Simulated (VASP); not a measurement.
# Au (Fm-3m) in VASP: further runs

The runs below take Au through single point, with PBEsol.

Everything below comes from runs of VASP 6.6.1. Logs are shortened: lines on timing, memory, paths and dates and some standing lists are left out, and cuts for length are marked.

**1. The cell of the first run**

Symmetry: Fm-3m, No. 225, cubic system. Conventional cell: a = 4.080 Å, b = 4.080 Å, c = 4.080 Å, α = 90.00°, β = 90.00°, γ = 90.00°. Within 3.8 Å of Au (site symmetry m-3m) lie 12 Au at 2.88 Å.

**2. Single point, PBEsol**

INCAR reads:

```
PREC = Accurate ; ENCUT = 520
EDIFF = 1E-6 ; ISMEAR = 0
SIGMA = 0.05 ; LREAL = False
LASPH = True ; NELM = 60
ALGO = Normal ; ISIF = 2
LWAVE = False ; LCHARG = False
GGA = PS ; NBANDS = 12
```

KPOINTS reads:

```
Automatic mesh
0
Gamma
  18 18 18
```

POSCAR reads:

```
Au
1.0
    0.0000000000      2.0400000000      2.0400000000
    2.0400000000      0.0000000000      2.0400000000
    2.0400000000      2.0400000000      0.0000000000
Au
1
Direct
    0.0000000000      0.0000000000      0.0000000000
```

Potentials or basis: VASP PAW PBE potentials, release 64 (Au).

The run is started by

```
cat potpaw_PBE.64/Au/POTCAR > POTCAR
mpirun -np 1 vasp_std > vasp.out
```

OUTCAR:

```text
PREC = Accurate
   ENCUT = 520
   EDIFF = 1E-6
   ISMEAR = 0
   LREAL = False
   LASPH = True
   NELM = 60
   ISIF = 2
   GGA = PS

 ion  position               nearest neighbor table
   1  0.000  0.000  0.000-

  LATTYP: Found a face centered cubic cell.
 ALAT       =     4.0800000000

  Lattice vectors:

 A1 = (   0.0000000000,   2.0400000000,   2.0400000000)
 A2 = (   2.0400000000,   0.0000000000,   2.0400000000)
 A3 = (   2.0400000000,   2.0400000000,   0.0000000000)

Analysis of symmetry for initial positions (statically):
=====================================================================
 Subroutine PRICEL returns:
 Original cell was already a primitive cell.

 Routine SETGRP: Setting up the symmetry group for a
 face centered cubic supercell.

 Subroutine GETGRP returns: Found 48 space group operations
 (whereof 48 operations were pure point group operations)
 out of a pool of 48 trial point group operations.

The static configuration has the point symmetry O_h .

Analysis of symmetry for dynamics (positions and initial velocities):
=====================================================================
 Subroutine PRICEL returns:
 Original cell was already a primitive cell.

 Routine SETGRP: Setting up the symmetry group for a
 face centered cubic supercell.

 Subroutine GETGRP returns: Found 48 space group operations
 (whereof 48 operations were pure point group operations)
 out of a pool of 48 trial point group operations.

The dynamic configuration has the point symmetry O_h .

 Subroutine INISYM returns: Found 48 space group operations
 (whereof 48 operations are pure point group operations),
 and found     1 'primitive' translations

----------------------------------------------------------------------------------------

                                     Primitive cell

  volume of cell :      16.9793

  direct lattice vectors                    reciprocal lattice vectors
     0.000000000  2.040000000  2.040000000    -0.245098039  0.245098039  0.245098039
     2.040000000  0.000000000  2.040000000     0.245098039 -0.245098039  0.245098039
     2.040000000  2.040000000  0.000000000     0.245098039  0.245098039 -0.245098039

  length of vectors
     2.884995667  2.884995667  2.884995667     0.424522257  0.424522257  0.424522257

  position of ions in fractional coordinates (direct lattice)
     0.000000000  0.000000000  0.000000000

  ion indices of the primitive-cell ions
   primitive index   ion index
                 1           1

----------------------------------------------------------------------------------------

 KPOINTS: Automatic mesh

Automatic generation of k-mesh.
 Grid dimensions read from file:
 generate k-points for:   18   18   18

 Generating k-lattice:

  Cartesian coordinates                     Fractional coordinates (reciprocal lattice)
    -0.013616558  0.013616558  0.013616558     0.055555556  0.000000000  0.000000000
     0.013616558 -0.013616558  0.013616558     0.000000000  0.055555556  0.000000000
     0.013616558  0.013616558 -0.013616558     0.000000000  0.000000000  0.055555556

  Length of vectors
     0.023584570  0.023584570  0.023584570

  Shift w.r.t. Gamma in fractional coordinates (k-lattice)
     0.000000000  0.000000000  0.000000000

 Subroutine IBZKPT returns following result:
 ===========================================

 Found    195 irreducible k-points:

 Following reciprocal coordinates:
            Coordinates               Weight
  0.000000  0.000000  0.000000      1.000000
  0.055556  0.000000  0.000000      8.000000
  0.111111  0.000000  0.000000      8.000000
  0.166667  0.000000  0.000000      8.000000
  0.222222  0.000000  0.000000      8.000000
  0.277778  0.000000  0.000000      8.000000
[... 16 lines left out ...]
 -0.277778  0.055556  0.000000     24.000000
 -0.222222  0.055556  0.000000     24.000000
 [... further k-points ...]
   k-points           NKPTS =    195   k-points in BZ     NKDIM =    195   number of bands    NBANDS=     12
   number of dos      NEDOS =    301   number of ions     NIONS =      1
   total plane-waves  NPLWV =  13824
   dimension x,y,z NGX =    24 NGY =   24 NGZ =   24
   dimension x,y,z NGXF=    48 NGYF=   48 NGZF=   48
   ions per type =               1
   NGX,Y,Z   is equivalent  to a cutoff of  13.83, 13.83, 13.83 a.u.
   NGXF,Y,Z  is equivalent  to a cutoff of  27.66, 27.66, 27.66 a.u.
 SYSTEM =  unknown system
   PREC   = accura    normal or accurate (medium, high low for compatibility)
   ISTART =      0    job   : 0-new  1-cont  2-samecut
   ICHARG =      2    charge: 1-file 2-atom 10-const
   ISPIN  =      1    spin polarized calculation?
   LNONCOLLINEAR =      F non collinear calculations
   LSORBIT =      F    spin-orbit coupling
   LASPH  =      T    aspherical Exc in radial PAW
   ENCUT  =  520.0 eV  38.22 Ry    6.18 a.u.   5.36  5.36  5.36*2*pi/ulx,y,z
   NELM   =     60;   NELMIN=  2; NELMDL= -5     # of ELM steps
   EDIFF  = 0.1E-05   stopping-criterion for ELM
   LREAL  =      F    real-space projection
   EDIFFG = 0.1E-04   stopping-criterion for IOM
   NSW    =      0    number of steps for IOM
   IBRION =     -1    ionic relax: 0-MD 1-quasi-New 2-CG
   NFREE  =      0    steps in history (QN), initial steepest desc. (CG)
   ISIF   =      2    stress and relaxation
   ISYM   =      2    0-nonsym 1-usesym 2-fastsym
   POTIM  = 0.5000    time-step for ionic-motion
   TEBEG  =    0.0;   TEEND  =   0.0 temperature during run
   PSTRESS=    0.0 pullay stress
   NELECT =      11.0000    total number of electrons
   NUPDOWN=      -1.0000    fix difference up-down
   EMIN   =  10.00;   EMAX   =-10.00  energy-range for DOS
   EFERMI =   0.00;   METHOD = LEGACY
   ISMEAR =     0;   SIGMA  =   0.05  broadening in eV -4-tet -1-fermi 0-gaus
   EFERMI_NEDOS =   21; number of points for ismear=-14 and -15
   IALGO  =     38    algorithm
   IMIX   =      4    mixing-type and parameters
     AMIX     =   0.40;   BMIX     =  1.00
     AMIX_MAG =   1.60;   BMIX_MAG =  1.00
  volume/ion in A,a.u.               =      16.98       114.58
  Fermi-wavevector in a.u.,A,eV,Ry     =   1.416551  2.676893 27.301680  2.006617
  Thomas-Fermi vector in A             =   2.537874
   LORBIT       =      0    0 simple, 1 ext, 2 COOP (PROOUT), +10 PAW based schemes
   GGA     = PS    functional components
   LHFCALC =     F    Hartree Fock is set to
   AEXX    =    0.0000 exact exchange contribution
   IVDW    =     0    specifies the selected vdW correction
   LEPSILON=     F    determine dielectric tensor
   LRPA    =     F    only Hartree local field effects (RPA)
 non-spin polarized calculation
 Gauss-broadening in eV      SIGMA  =   0.05
  energy-cutoff  :      520.00
  volume of cell :       16.98
 maximum number of plane-waves:       471
 NGX is ok and might be reduce to    24
   NGX = 11   NGY = 11   NGZ = 11

 number of electron      11.0000000 magnetization

 Free energy of the ion-electron system (eV)
  ---------------------------------------------------
  ext. energy  EPLUGINS =         0.00000000
  ---------------------------------------------------
  free energy    TOTEN  =        -3.92446642 eV

  energy without entropy =       -3.92397305  energy(sigma->0) =       -3.92421974

 E-fermi :   9.3098     XC(G=0): -12.9061

 val. band max:        9.3077228920   @ k =   0.5000   0.1667   0.0556
 cond. band min:       9.3170431170   @ k =   0.5000   0.2778   0.1111
 fundamental gap:      0.0093202250
 Fermi energy:         9.3097837523

 k-point     1 :       0.0000    0.0000    0.0000
  band No.  band energies     occupation
      1      -0.6202      2.00000
      2       4.6427      2.00000
      3       4.6427      2.00000
      4       4.6427      2.00000
      5       6.1829      2.00000
      6       6.1829      2.00000
      7      23.8344      0.00000
      8      27.8502      0.00000
      9      27.8502      0.00000
     10      27.8502      0.00000
     11      32.7280      0.00000
     12      37.4333      0.00000

 k-point     2 :       0.0556    0.0000    0.0000
  band No.  band energies     occupation
      1      -0.5119      2.00000
      2       4.6063      2.00000
      3       4.6805      2.00000
      4       4.6805      2.00000
      5       6.1653      2.00000
      6       6.1653      2.00000
      7      23.9648      0.00000
      8      27.1326      0.00000
      9      27.9804      0.00000
     10      27.9804      0.00000
     11      33.3481      0.00000
     12      36.0820      0.00000

 k-point     3 :       0.1111    0.0000    0.0000
  band No.  band energies     occupation
      1      -0.1954      2.00000
      2       4.5137      2.00000
      3       4.7793      2.00000
      4       4.7793      2.00000
      5       6.1294      2.00000
      6       6.1294      2.00000
      7      24.2625      0.00000
      8      25.6518      0.00000
      9      28.3487      0.00000
     10      28.3487      0.00000
     11      33.1377      0.00000
     12      35.4455      0.00000

 k-point     4 :       0.1667    0.0000    0.0000
  band No.  band energies     occupation
      1       0.2983      2.00000
      2       4.4165      2.00000
      3       4.8900      2.00000
      4       4.8900      2.00000
      5       6.1285      2.00000
      6       6.1285      2.00000
      7      23.5371      0.00000
      8      24.9427      0.00000
      9      28.8710      0.00000
     10      28.8710      0.00000
     11      31.7194      0.00000
     12      33.9521      0.00000

 k-point     5 :       0.2222    0.0000    0.0000
  band No.  band energies     occupation
      1       0.8966      2.00000
      2       4.4119      2.00000
      3       4.9382      2.00000
      4       4.9382      2.00000
      5       6.2384      2.00000
      6       6.2384      2.00000
      7      21.5647      0.00000
      8      25.0233      0.00000
      9      29.3007      0.00000
     10      29.3007      0.00000
     11      31.0232      0.00000
     12      32.7023      0.00000

 k-point     6 :       0.2778    0.0000    0.0000
  band No.  band energies     occupation
      1       1.4550      2.00000
      2       4.6626      2.00000
      3       4.8936      2.00000
      4       4.8936      2.00000
      5       6.4820      2.00000
      6       6.4820      2.00000
      7      19.4043      0.00000
      8      24.7047      0.00000
      9      29.0663      0.00000
     10      29.0663      0.00000
     11      31.3941      0.00000
     12      32.3339      0.00000

 k-point     7 :       0.3333    0.0000    0.0000
  band No.  band energies     occupation
      1       1.8067      2.00000
      2       4.7978      2.00000
      3       4.7978      2.00000
      4       5.3371      2.00000
      5       6.7968      2.00000
      6       6.7968      2.00000
      7      17.2021      0.00000
      8      24.1731      0.00000
      9      28.1813      0.00000
     10      28.1813      0.00000
     11      32.5029      0.00000
     12      32.8403      0.00000

 k-point     8 :       0.3889    0.0000    0.0000
  band No.  band energies     occupation
      1       1.9422      2.00000
      2       4.7002      2.00000
      3       4.7002      2.00000
      4       6.4106      2.00000
      5       7.0989      2.00000
      6       7.0989      2.00000
      7      15.0896      0.00000
      8      23.6936      0.00000
      9      27.2852      0.00000
     10      27.2852      0.00000
     11      33.5436      0.00000
     12      33.5436      0.00000
[... 166 lines left out ...]
 k-point    20 :      -0.4444    0.0556    0.0000
  band No.  band energies     occupation
      1       2.0549      2.00000
      2       4.5709      2.00000
      3       4.6735      2.00000
      4       6.8205      2.00000
      5       7.2954      2.00000
      6       8.6196      2.00000
      7      12.8425      0.00000
      8      23.4085      0.00000
      9      25.9004      0.00000
     10      26.5913      0.00000
     11      34.1107      0.00000
     12      34.3201      0.00000

 k-point    21 :      -0.3889    0.0556    0.0000
  band No.  band energies     occupation
      1       2.0436      2.00000
      2       4.6355      2.00000
      3       4.7218      2.00000
      4       6.3127      2.00000
      5       7.0526      2.00000
      6       7.8414      2.00000
      7      14.4776      0.00000
      8      23.6383      0.00000
      9      26.0879      0.00000
     10      27.3695      0.00000
     11      33.3370      0.00000
     12      34.0033      0.00000

 k-point    22 :      -0.3333    0.0556    0.0000
  band No.  band energies     occupation
      1       1.9607      2.00000
      2       4.7304      2.00000
      3       4.8102      2.00000
      4       5.4454      2.00000
      5       6.7208      2.00000
      6       7.3083      2.00000
      7      16.5299      0.00000
      8      24.0414      0.00000
      9      26.5924      0.00000
     10      28.5123      0.00000
     11      32.1688      0.00000
     12      33.3204      0.00000

 k-point    23 :      -0.2778    0.0556    0.0000
  band No.  band energies     occupation
      1       1.6927      2.00000
      2       4.6668      2.00000
      3       4.8970      2.00000
      4       4.9158      2.00000
      5       6.3691      2.00000
      6       6.9046      2.00000
      7      18.7212      0.00000
      8      24.5370      0.00000
      9      27.2783      0.00000
     10      29.9078      0.00000
     11      30.9280      0.00000
     12      32.4298      0.00000

 k-point    24 :      -0.2222    0.0556    0.0000
  band No.  band energies     occupation
      1       1.1877      2.00000
      2       4.3630      2.00000
      3       4.9506      2.00000
      4       4.9900      2.00000
      5       6.0839      2.00000
      6       6.5710      2.00000
      7      20.9113      0.00000
      8      24.9314      0.00000
      9      27.8846      0.00000
     10      30.1478      0.00000
     11      30.7697      0.00000
     12      32.2061      0.00000

 [... further k-points ...]
[... 5 lines left out ...]
  --------------------------------------------------------------------------------------
  -------------------------------------------------------------------------------------
  Total        0.0207631      0.0207631      0.0207631      0.0000000      0.0000000      0.0000000
  in kB        1.9592205      1.9592205      1.9592205      0.0000000      0.0000000      0.0000000
  external PRESSURE =       1.9592205 kB  Pullay stress =       0.0000000 kB

 VOLUME and BASIS-vectors are now :
 -----------------------------------------------------------------------------
  energy-cutoff  :      520.00
  volume of cell :       16.98
      direct lattice vectors                 reciprocal lattice vectors
     0.000000000  2.040000000  2.040000000    -0.245098039  0.245098039  0.245098039
     2.040000000  0.000000000  2.040000000     0.245098039 -0.245098039  0.245098039
     2.040000000  2.040000000  0.000000000     0.245098039  0.245098039 -0.245098039

 POSITION                                       TOTAL-FORCE (eV/Angst)
 -----------------------------------------------------------------------------------
      0.00000      0.00000      0.00000         0.000000      0.000000     -0.000000
 -----------------------------------------------------------------------------------
    total drift:                               -0.000000      0.000000      0.000000

  FREE ENERGIE OF THE ION-ELECTRON SYSTEM (eV)
  ---------------------------------------------------
  free  energy   TOTEN  =        -3.9244664203 eV

  energy  without entropy=       -3.9239730517  energy(sigma->0) =       -3.92421974
```

Run time: 17 s. Hardware: 1 thread of Intel Xeon Platinum 8488C (Sapphire Rapids), shared host; peak memory 0.17 GiB.

What came out:

- Free energy: -3.9245 eV
- Pressure: 0.2 GPa

Caveat: the PAW data sets were made with another functional, which shifts forces and pressure a little; spin-orbit coupling is left out, which moves the levels of the heavy elements.

**3. Single point, PBEsol**

This run uses another cell than the first one, of 17.03 Å³/atom, 1.003 times its volume.

INCAR reads:

```
  ALGO = Normal
  EDIFF = 1E-6
  ENCUT = 520
  GGA = PS
  ISIF = 2
  ISMEAR = 0
  LASPH = True
  LCHARG = False
  LREAL = False
  LWAVE = False
  NBANDS = 12
  NELM = 100
  PREC = Accurate
  SIGMA = 0.05
```

KPOINTS reads:

```
k-points
0
Gamma
  18 18 18
```

POSCAR reads:

```
Au
1.0
    0.0000000000      2.0422207252      2.0422207252
    2.0422207252      0.0000000000      2.0422207252
    2.0422207252      2.0422207252      0.0000000000
Au
1
Direct
    0.0000000000      0.0000000000      0.0000000000
```

Potentials or basis: VASP PAW PBE potentials, release 64 (Au).

The run is started by

```
cat potpaw_PBE.64/Au/POTCAR > POTCAR
mpirun -np 1 vasp_std > vasp.out
```

Run time: 17 s. Hardware: 1 thread of Intel Xeon Platinum 8488C (Sapphire Rapids), shared host; peak memory 0.17 GiB.

It converged, with:

```
Free energy : -3.9245 eV
Pressure    : -0.4 GPa
```

Levels at points of the mesh, in eV from the Fermi level:
```csv
k point,band 2,band 3,band 4,band 5,band 6,band 7,band 8,band 9,band 10,band 11
"(0.00, 0.00, 0.00)",-4.65,-4.65,-4.65,-3.12,-3.12,14.53,18.53,18.53,18.53,23.39
"(0.50, 0.00, 0.00)",-4.68,-4.68,-1.91,-1.91,-1.00,3.09,13.97,17.13,17.13,24.92
"(0.50, 0.50, 0.00)",-6.72,-1.95,-1.59,-1.59,0.99,5.78,9.99,9.99,17.20,19.83
```

Caveat: the PAW data sets were made with another functional, which shifts forces and pressure a little; spin-orbit coupling is left out, which moves the levels of the heavy elements.
